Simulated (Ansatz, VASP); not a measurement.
**HfIn4SiO6 in VASP and in Ansatz**

POSCAR

```
HfIn4SiO6
1.0
    5.2774300000      0.0000000000      0.0000000000
   -2.6387200000      4.5703900000      0.0000000000
    0.0000000000      0.0000000000     10.5590500000
Hf In Si O
1 4 1 6
Direct
    0.0000000000      0.0000000000      0.0000000000
    0.3333300000      0.6666700000      0.3044600000
    0.3333300000      0.6666700000      0.6955400000
    0.6666700000      0.3333300000      0.7891900000
    0.6666700000      0.3333300000      0.2108100000
    0.3333300000      0.6666700000      0.0000000000
    0.3063400000      0.3716200000      0.8997200000
    0.6283800000      0.6936600000      0.1002800000
    0.6283800000      0.9347100000      0.8997200000
    0.0652900000      0.3716200000      0.1002800000
    0.0652900000      0.6936600000      0.8997200000
    0.3063400000      0.9347100000      0.1002800000
```

Contents of INCAR.step1:

```
SYSTEM = HfIn4SiO6
ALGO     = Normal         ! electronic algorithm
EDIFF    = 1E-5           ! SCF threshold, eV
ENCUT    = 520            ! plane-wave cutoff, eV
GGA      = PE             ! functional
ISIF     = 2              ! what is computed and relaxed
ISMEAR   = -1             ! smearing method
LASPH    = .True.         ! aspherical terms in the spheres
LCHARG   = .False.        ! write CHGCAR
LREAL    = .False.        ! projectors in reciprocal space
LUSENCCL = .False.      
LWAVE    = .True.         ! write WAVECAR
NBANDS   = 63             ! bands
NELM     = 80             ! most SCF steps
PREC     = Accurate       ! precision mode
SIGMA    = 0.05           ! smearing width, eV
```

INCAR.step2

```
SYSTEM = HfIn4SiO6
AEXX     = 0.25           ! exact-exchange fraction
ALGO     = Normal         ! electronic algorithm
EDIFF    = 1E-7           ! SCF threshold, eV
ENCUT    = 520            ! plane-wave cutoff, eV
GGA      = PE             ! functional
HFSCREEN = 0.3            ! screening, 1/A
ISIF     = 2              ! what is computed and relaxed
ISMEAR   = -1             ! smearing method
ISTART   = 1            
LASPH    = .True.         ! aspherical terms in the spheres
LCHARG   = .False.        ! write CHGCAR
LHFCALC  = .True.         ! exact exchange
LREAL    = .False.        ! projectors in reciprocal space
LUSENCCL = .False.      
LWAVE    = .False.        ! write WAVECAR
NBANDS   = 63             ! bands
NELM     = 80             ! most SCF steps
PREC     = Accurate       ! precision mode
PRECFOCK = Fast         
SIGMA    = 0.05           ! smearing width, eV
```

File KPOINTS:

```
k-points
0
Gamma
  3 3 1
  0 0 0
```

The input input.yaml:

```yaml
crystal:
  lattice:
    - [5.27743, 0.0, 0.0]
    - [-2.63872, 4.57039, 0.0]
    - [0.0, 0.0, 10.55905]
  atoms:
    - { symbol: Hf, position: [0.0, 0.0, 0.0] }
    - { symbol: In, position: [0.33333, 0.66667, 0.30446] }
    - { symbol: In, position: [0.33333, 0.66667, 0.69554] }
    - { symbol: In, position: [0.66667, 0.33333, 0.78919] }
    - { symbol: In, position: [0.66667, 0.33333, 0.21081] }
    - { symbol: Si, position: [0.33333, 0.66667, 0.0] }
    - { symbol: O, position: [0.30634, 0.37162, 0.89972] }
    - { symbol: O, position: [0.62838, 0.69366, 0.10028] }
    - { symbol: O, position: [0.62838, 0.93471, 0.89972] }
    - { symbol: O, position: [0.06529, 0.37162, 0.10028] }
    - { symbol: O, position: [0.06529, 0.69366, 0.89972] }
    - { symbol: O, position: [0.30634, 0.93471, 0.10028] }
hamiltonian:
  xc: { exchange: pbe, correlation: pbe, exx: { coeff: 0.25, omega: 0.3 } }
  pseudopotentials: { kind: paw }
kpoints:
  mp_grid: { grid: [3, 3, 1] }
scf:
  occupations: { method: fermi_dirac, width: 0.05 }
output:
  forces: true
  stress: true
  eigenvalues: true
```

Alike in both runs: task single point; functional PBE-based screened hybrid; k mesh 3 × 3 × 1; occupations fermi-dirac, width 0.05 eV; no spin polarisation.

|  | VASP | Ansatz |
| --- | --- | --- |
| version | VASP 6.6.1 | Ansatz 0.2.0 |
| potentials or method | VASP PAW PBE potentials, release 64 (Hf_pv, In_d, Si, O) | Ansatz PAW |
| plane-wave cutoff (eV) | 520 | 420 |
| valence electrons in the cell | 102 | 118 |

Ansatz gave:

| Property | Result |
| --- | --- |
| gap on the k mesh at the Fermi level (eV) | 0.12 |
| least direct gap on the mesh (eV) | 1.97 |
| pressure (GPa) | -2.8 |
| traceless stress, the component that is largest in VASP (GPa) | 0.55 |
| rms of the force components (eV/Å) | 0.124 |

Q: Which values does VASP return?

A: gap on the k mesh at the Fermi level (eV): 0.11; least direct gap on the mesh (eV): 1.94; pressure (GPa): -3.3; traceless stress, the component that is largest in VASP (GPa): 0.77; rms of the force components (eV/Å): 0.145.

VASP's potentials were made for PBE, not for PBE-based screened hybrid. Atom by atom the forces differ by 0.084 eV/Å (rms over components). VASP's potentials hold 102 valence electrons a cell and Ansatz's 118, so a difference there can come from the potentials and not from the codes.

The k mesh is coarse, so the values compare programs but aren't converged. Spin-orbit coupling is off throughout. Noted on Ansatz's run: odd divisions of the mesh miss points on the zone boundary, where band edges often lie, so the gap on the mesh can be too wide.
